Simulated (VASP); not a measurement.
# SiNi (Pmmn) in VASP: single point with PBEsol

Aim: the single point of SiNi with PBEsol.

All numbers are computed with VASP 6.6.1; they aren't measurements. Logs are shortened: lines on timing, memory, paths and dates and some standing lists are left out, and cuts for length are marked.

### 1 The cell of the first run

Symmetry: Pmmn, No. 59, orthorhombic system. Conventional cell: a = 3.027 Å, b = 3.273 Å, c = 4.698 Å, α = 90.00°, β = 90.00°, γ = 90.00°. Si (site symmetry mm2) has 6 Ni at 2.34 to 2.40 Å and 6 Si at 2.68 to 3.03 Å within 3.1 Å. Ni (site symmetry mm2) has 6 Si at 2.34 to 2.40 Å and 6 Ni at 2.67 to 3.03 Å within 3.1 Å.

### 2 Single point, PBEsol

File INCAR:

```
  PREC = Accurate
  ENCUT = 520
  EDIFF = 1E-7
  ISMEAR = 0
  SIGMA = 0.15
  LREAL = False
  LASPH = True
  NELM = 100
  ALGO = Normal
  ISIF = 2
  LWAVE = False
  LCHARG = False
  GGA = PS
  NBANDS = 22
```

File KPOINTS:

```
regular mesh
0
Gamma
  16 14 10
```

File POSCAR:

```
SiNi
1.0
    3.0266200000      0.0000000000      0.0000000000
    0.0000000000      3.2735000000      0.0000000000
    0.0000000000      0.0000000000      4.6977600000
Si Ni
2 2
Direct
    0.5000000000      0.5000000000      0.8423000000
    0.0000000000      0.0000000000      0.1577000000
    0.5000000000      0.5000000000      0.3442200000
    0.0000000000      0.0000000000      0.6557800000
```

Potentials or basis: VASP PAW PBE potentials, release 64 (Si, Ni).

Command:

```console
> cat potpaw_PBE.64/Si/POTCAR potpaw_PBE.64/Ni/POTCAR > POTCAR
> mpirun -np 1 vasp_std > vasp.out
```

OUTCAR:

```text
PREC = Accurate
   ENCUT = 520
   EDIFF = 1E-7
   ISMEAR = 0
   LREAL = False
   LASPH = True
   NELM = 100
   ISIF = 2
   GGA = PS

 ion  position               nearest neighbor table
   1  0.500  0.500  0.842-   3 2.34   3 2.36   4 2.40   4 2.40   4 2.40   4 2.40   2 2.68   2 2.68
                             2 2.68   2 2.68
   2  0.000  0.000  0.158-   4 2.34   4 2.36   3 2.40   3 2.40   3 2.40   3 2.40   1 2.68   1 2.68
                             1 2.68   1 2.68
   3  0.500  0.500  0.344-   1 2.34   1 2.36   2 2.40   2 2.40   2 2.40   2 2.40   4 2.67   4 2.67
                             4 2.67   4 2.67
   4  0.000  0.000  0.656-   2 2.34   2 2.36   1 2.40   1 2.40   1 2.40   1 2.40   3 2.67   3 2.67
                             3 2.67   3 2.67

  LATTYP: Found a simple orthorhombic cell.
 ALAT       =     3.0266200000
 B/A-ratio  =     1.0815695396
 C/A-ratio  =     1.5521472798

  Lattice vectors:

 A1 = (   3.0266200000,   0.0000000000,   0.0000000000)
 A2 = (   0.0000000000,   3.2735000000,   0.0000000000)
 A3 = (   0.0000000000,   0.0000000000,   4.6977600000)

Analysis of symmetry for initial positions (statically):
=====================================================================
 Subroutine PRICEL returns:
 Original cell was already a primitive cell.

 Routine SETGRP: Setting up the symmetry group for a
 simple orthorhombic supercell.

 Subroutine GETGRP returns: Found  8 space group operations
 (whereof  4 operations were pure point group operations)
 out of a pool of  8 trial point group operations.

The static configuration has the point symmetry C_2v.
 The point group associated with its full space group is D_2h.

Analysis of symmetry for dynamics (positions and initial velocities):
=====================================================================
 Subroutine PRICEL returns:
 Original cell was already a primitive cell.

 Routine SETGRP: Setting up the symmetry group for a
 simple orthorhombic supercell.

 Subroutine GETGRP returns: Found  8 space group operations
 (whereof  4 operations were pure point group operations)
 out of a pool of  8 trial point group operations.

The dynamic configuration has the point symmetry C_2v.
 The point group associated with its full space group is D_2h.

 Subroutine INISYM returns: Found  8 space group operations
 (whereof  4 operations are pure point group operations),
 and found     1 'primitive' translations

----------------------------------------------------------------------------------------

                                     Primitive cell
[... 97 lines left out ...]
   EDIFFG = 0.1E-05   stopping-criterion for IOM
   NSW    =      0    number of steps for IOM
   IBRION =     -1    ionic relax: 0-MD 1-quasi-New 2-CG
   NFREE  =      0    steps in history (QN), initial steepest desc. (CG)
   ISIF   =      2    stress and relaxation
   ISYM   =      2    0-nonsym 1-usesym 2-fastsym
   POTIM  = 0.5000    time-step for ionic-motion
   TEBEG  =    0.0;   TEEND  =   0.0 temperature during run
   PSTRESS=    0.0 pullay stress
   NELECT =      28.0000    total number of electrons
   NUPDOWN=      -1.0000    fix difference up-down
   EMIN   =  10.00;   EMAX   =-10.00  energy-range for DOS
   EFERMI =   0.00;   METHOD = LEGACY
   ISMEAR =     0;   SIGMA  =   0.15  broadening in eV -4-tet -1-fermi 0-gaus
   EFERMI_NEDOS =   21; number of points for ismear=-14 and -15
   IALGO  =     38    algorithm
   IMIX   =      4    mixing-type and parameters
     AMIX     =   0.40;   BMIX     =  1.00
     AMIX_MAG =   1.60;   BMIX_MAG =  1.00
  volume/ion in A,a.u.               =      11.64        78.52
  Fermi-wavevector in a.u.,A,eV,Ry     =   1.381997  2.611596 25.985987  1.909916
  Thomas-Fermi vector in A             =   2.506729
   LORBIT       =      0    0 simple, 1 ext, 2 COOP (PROOUT), +10 PAW based schemes
   GGA     = PS    functional components
   LHFCALC =     F    Hartree Fock is set to
   AEXX    =    0.0000 exact exchange contribution
   IVDW    =     0    specifies the selected vdW correction
   LEPSILON=     F    determine dielectric tensor
   LRPA    =     F    only Hartree local field effects (RPA)
 non-spin polarized calculation
 Gauss-broadening in eV      SIGMA  =   0.15
  energy-cutoff  :      520.00
  volume of cell :       46.54
 maximum number of plane-waves:      1274
 NGX is ok and might be reduce to    24
   NGX = 11   NGY = 13   NGZ = 17

 number of electron      28.0000015 magnetization

 Free energy of the ion-electron system (eV)
  ---------------------------------------------------
  ext. energy  EPLUGINS =         0.00000000
  ---------------------------------------------------
  free energy    TOTEN  =       -25.94681228 eV

  energy without entropy =      -25.93461633  energy(sigma->0) =      -25.94071430

 E-fermi :  11.1410     XC(G=0): -12.5666

 val. band max:       11.1376941682   @ k =   0.3125   0.4286   0.5000
 cond. band min:      11.1442383654   @ k =   0.0625   0.0000   0.3000
 fundamental gap:      0.0065441972
 Fermi energy:        11.1410251904

 k-point     1 :       0.0000    0.0000    0.0000
  band No.  band energies     occupation
      1      -2.6663      2.00000
      2       3.0777      2.00000
      3       4.7018      2.00000
      4       7.0268      2.00000
      5       7.6229      2.00000
      6       8.1701      2.00000
[... 589 lines left out ...]
     21      18.2839      0.00000
     22      21.8557      0.00000

 [... further k-points ...]

------------------------ aborting loop because EDIFF is reached ----------------------------------------

  FORCE on cell =-STRESS in cart. coord.  units (eV):
  Direction    XX          YY          ZZ          XY          YZ          ZX
  --------------------------------------------------------------------------------------
  -------------------------------------------------------------------------------------
  Total       -1.4455252     -1.3689133     -1.4309545      0.0000000      0.0000000      0.0000000
  in kB      -49.7594060    -47.1221900    -49.2578367      0.0000000      0.0000000      0.0000000
  external PRESSURE =     -48.7131443 kB  Pullay stress =       0.0000000 kB

 VOLUME and BASIS-vectors are now :
 -----------------------------------------------------------------------------
  energy-cutoff  :      520.00
  volume of cell :       46.54
      direct lattice vectors                 reciprocal lattice vectors
     3.026620000  0.000000000  0.000000000     0.330401570  0.000000000  0.000000000
     0.000000000  3.273500000  0.000000000     0.000000000  0.305483428  0.000000000
     0.000000000  0.000000000  4.697760000     0.000000000  0.000000000  0.212867409

 POSITION                                       TOTAL-FORCE (eV/Angst)
 -----------------------------------------------------------------------------------
      1.51331      1.63675      3.95692         0.000000      0.000000     -0.013799
      0.00000      0.00000      0.74084         0.000000      0.000000      0.013799
      1.51331      1.63675      1.61706         0.000000      0.000000     -0.110820
      0.00000      0.00000      3.08070         0.000000      0.000000      0.110820
 -----------------------------------------------------------------------------------
    total drift:                                0.000000      0.000000      0.000000

  FREE ENERGIE OF THE ION-ELECTRON SYSTEM (eV)
  ---------------------------------------------------
  free  energy   TOTEN  =       -25.9468122829 eV

  energy  without entropy=      -25.9346163260  energy(sigma->0) =      -25.94071430
```

stdout:

```text
POSCAR found type information on POSCAR SiNi
 POSCAR found :  2 types and       4 ions
 scaLAPACK will be used
 -----------------------------------------------------------------------------
|                                                                             |
|                                                                             |
|     You enforced a specific xc type in the INCAR file but a different       |
|     I HOPE YOU KNOW WHAT YOU ARE DOING!                                     |
|                                                                             |
 -----------------------------------------------------------------------------

 LDA part: xc-table for (Slater+PW92), standard interpolation
 POSCAR, INCAR and KPOINTS ok, starting setup
 FFT: planning ... GRIDC
 FFT: planning ... GRID_SOFT
 FFT: planning ... GRID
 WAVECAR not read
 entering main loop
```

Wall time 4.7 min (1 thread of Intel Xeon Platinum 8259CL at 2.50GHz (Skylake/Cascade Lake), shared host); peak memory 0.46 GiB.

Results:

- Free energy: -25.9468 eV
- Pressure: -4.9 GPa
- Largest force: 0.111 eV/Å
- Band gap on the k mesh: zero (bands 14 and 15 overlap by 2.38 eV)

Forces in eV/Å, atoms in the order of the input:
```
Si   0.000  0.000 -0.014
Si   0.000  0.000  0.014
Ni   0.000  0.000 -0.111
Ni   0.000  0.000  0.111
```

Stress tensor (GPa, compression positive):
```
-4.98  0.00  0.00
 0.00 -4.71  0.00
 0.00  0.00 -4.93
```

Caveat: the cell stands under tension; the PAW data sets were made with another functional, which shifts forces and pressure a little.
